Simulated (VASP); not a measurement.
A run of VASP 6.6.1 is set up as follows.

Contents of INCAR:

```
PREC = Accurate
ENCUT = 520
EDIFF = 1E-6
ISMEAR = 0
SIGMA = 0.1
LREAL = False
LASPH = True
NELM = 200
ALGO = Normal
ISIF = 2
LWAVE = False
LCHARG = False
ISPIN = 2
MAGMOM = 1
LORBIT = 11
LMAXMIX = 4
GGA = PS
NBANDS = 16
GGA_COMPAT = False
```

Contents of KPOINTS:

```
Automatic mesh
0
Gamma
  6 6 6
```

File POSCAR:

```
Cu
1.0
   -3.1429351309      5.4437233317      0.0000000000
   -6.2858702618      0.0000000000      0.0000000000
   -3.1429351309      1.8145744439      6.9223543979
Cu
1
Direct
    0.8327950000      0.8327950000      0.5016150000
```

Potentials or basis: VASP PAW PBE potentials, release 64 (Cu).

Launch:

```bash
$ cat potpaw_PBE.64/Cu/POTCAR > POTCAR
$ mpirun -np 1 vasp_std > vasp.out
```

Question: Estimate the pressure.

Answer: 0.0 GPa.

Question: Estimate the site moments.

Answer: Cu +0.31 μB.

Question: Predict the net moment.

Answer: 1.00 μB per cell.

Caveat: the PAW data sets were made with another functional, which shifts forces and pressure a little.
